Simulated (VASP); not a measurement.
Here is a VASP 6.6.1 calculation.

INCAR

```
ALGO     = Normal         # electronic algorithm
EDIFF    = 1E-7           # SCF threshold, eV
ENCUT    = 520            # plane-wave cutoff, eV
GGA      = PS             # functional
ISIF     = 2              # what is computed and relaxed
ISMEAR   = 0              # smearing method
LASPH    = T              # aspherical terms in the spheres
LCHARG   = F              # write CHGCAR
LREAL    = F              # projectors in reciprocal space
LWAVE    = F              # write WAVECAR
NBANDS   = 60             # bands
NELM     = 100            # most SCF steps
PREC     = Accurate       # precision mode
SIGMA    = 0.1            # smearing width, eV
```

KPOINTS

```
k-points
0
Gamma
  15 15 2
```

POSCAR

```
Ag
1.0
    2.8687411794      0.0000000000      0.0000000000
   -1.4343705897      2.4844027382      0.0000000000
    0.0000000000      0.0000000000     21.0590176418
Ag
9
Direct
    0.0000000000      0.0000000000      0.0000000000
    0.0000000000      0.0000000000      0.7776871195
    0.3333333333      0.6666666667      0.8889795472
    0.6666666667      0.3333333333      0.3333333333
    0.6666666667      0.3333333333      0.1110204528
    0.0000000000      0.0000000000      0.2223128805
    0.3333333333      0.6666666667      0.6666666667
    0.3333333333      0.6666666667      0.4443537862
    0.6666666667      0.3333333333      0.5556462138
```

Potentials or basis: VASP PAW PBE potentials, release 64 (Ag).

Run with:

```sh
$ cat potpaw_PBE.64/Ag/POTCAR > POTCAR
$ mpirun -np 1 vasp_std > vasp.out
```

(1) What does it give for the pressure?

Results:

(1) -0.4 GPa.

Caveat: the PAW data sets were made with another functional, which shifts forces and pressure a little.
